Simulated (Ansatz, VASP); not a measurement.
## Hg: VASP beside Ansatz

```
Hg
1.0
     3.07520    0.00000    0.00000
    -1.53760    2.66320    0.00000
     0.00000    0.00000    5.23740
Hg
2
Direct
  0.66667 0.33333 0.75000
  0.33333 0.66667 0.25000
```

Alike in both runs: task single point; functional PBEsol; dispersion D3(BJ); k mesh 18 × 18 × 10; occupations gaussian, width 0.15 eV; no spin polarisation.

|  | VASP | Ansatz |
| --- | --- | --- |
| version | VASP 6.6.1 | Ansatz 0.2.0 |
| potentials or method | VASP PAW PBE potentials, release 64 (Hg), cutoff 520 eV | scalar-relativistic, plane waves, PAW |
| valence electrons in the cell | 24 | 40 |

|  | VASP | Ansatz | Ansatz less VASP |
| --- | --- | --- | --- |
| gap on the k mesh at the Fermi level (eV) | none | none | - |
| pressure (GPa) | 1.4 | 0.8 | -0.61 |
| traceless stress, the component that is largest in VASP (GPa) | -0.02 | 0.06 | +0.084 |

VASP's potentials were made for PBE, not for PBEsol. A gap of «none» marks a metal or a gap that the smearing closes. VASP's potentials hold 24 valence electrons a cell and Ansatz's 40, so a difference there can come from the potentials and not from the codes.

Neither program's run includes spin-orbit coupling.
